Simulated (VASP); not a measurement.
Write the native input for VASP 6.6.1 that does the following.

```yaml
Task: single point
Functional: PBE
Potentials_or_basis: VASP PAW PBE potentials, release 64 (Cs_sv, Be, Se)
Cutoff: 520 eV
k_mesh: 3 × 3 × 4
Occupations: gaussian, width 0.1 eV
Spin: no spin polarisation
Dipole_correction: no
Further_INCAR_settings: ALGO = Normal; EDIFF = 1e-06; NBANDS = 28
```

The structure of CsBe2Se4 lies in POSCAR:

```
CsBe2Se4
1.0
    6.0894213500      0.0000000000      0.0000000000
   -3.0447106700      5.2735935800      0.0000000000
    0.0000000000      0.0000000000      6.3229944900
Cs Be Se
1 2 4
Direct
    0.0000000000      0.0000000000      0.0000000000
    0.3333333300      0.6666666700      0.5000000000
    0.6666666700      0.3333333300      0.5000000000
    0.3333333300      0.6666666700      0.1793491500
    0.6666666700      0.3333333300      0.1793491500
    0.6666666700      0.3333333300      0.8206508500
    0.3333333300      0.6666666700      0.8206508500
```

One way to write it, as run:

INCAR

```
SYSTEM = CsBe2Se4
PREC = Accurate
ENCUT = 520
EDIFF = 1E-6
ISMEAR = 0
SIGMA = 0.1
LREAL = .FALSE.
LASPH = .TRUE.
NELM = 80
ALGO = Normal
ISIF = 2
LWAVE = .FALSE.
LCHARG = .TRUE.
GGA = PE
LELF = .TRUE.
LVHAR = .TRUE.
NBANDS = 28
```

KPOINTS

```
Automatic mesh
0
G
  3 3 4
  0 0 0
```

Potentials or basis: VASP PAW PBE potentials, release 64 (Cs_sv, Be, Se).

Command:

```console
$ cat potpaw_PBE.64/Cs_sv/POTCAR potpaw_PBE.64/Be/POTCAR potpaw_PBE.64/Se/POTCAR > POTCAR
$ mpirun -np 1 vasp_std > vasp.out
```

Results of the run:

```
Pressure      : 7.7 GPa
Largest force : 3.268 eV/Å
```

Caveat: the k points lie up to 0.40 Å⁻¹ apart; forces of over 1 eV/Å act on the atoms, so gaps and moduli don't describe the material at rest.

Run time: 52 s on 1 thread of Intel(R) Xeon(R) Platinum 8259CL CPU @ 2.50GHz (Skylake/Cascade Lake), with other jobs on the host, peak memory 0.34 GiB.
